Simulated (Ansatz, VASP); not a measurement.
NiO2 in VASP and in Ansatz

```
CELL_PARAMETERS angstrom
2.78399 0.00000 0.00000
-1.39199 2.41100 0.00000
0.00000 0.00000 4.97261
ATOMIC_POSITIONS crystal
Ni 0.00000 0.00000 0.50000
O 0.66667 0.33333 0.70023
O 0.33333 0.66667 0.29977
```

Alike in both runs: task single point; functional PBEsol; k mesh 12 × 12 × 6; occupations gaussian, width 0.05 eV; no spin polarisation.

|  | VASP | Ansatz |
| --- | --- | --- |
| version | VASP 6.6.1 | Ansatz 0.2.0 |
| potentials or method | VASP PAW PBE potentials, release 64 (Ni, O), cutoff 520 eV | scalar-relativistic, plane waves, PAW |
| valence electrons in the cell | 22 | 30 |

|  | VASP | Ansatz | Ansatz less VASP |
| --- | --- | --- | --- |
| gap on the k mesh at the Fermi level (eV) | 0.99 | 1.02 | +0.023 |
| least direct gap on the mesh (eV) | 1.15 | 1.17 | +0.020 |
| pressure (GPa) | -7.2 | -7.9 | -0.74 |
| traceless stress, the component that is largest in VASP (GPa) | -2.94 | -2.79 | +0.151 |
| rms of the force components (eV/Å) | 0.498 | 0.531 | +0.0332 |

VASP's potentials were made for PBE, not for PBEsol. Atom by atom the forces differ by 0.033 eV/Å (rms over components). With one functional, cell and mesh, what is left measures potentials, basis and numerics. VASP's potentials hold 22 valence electrons a cell and Ansatz's 30, so a difference there can come from the potentials and not from the codes.
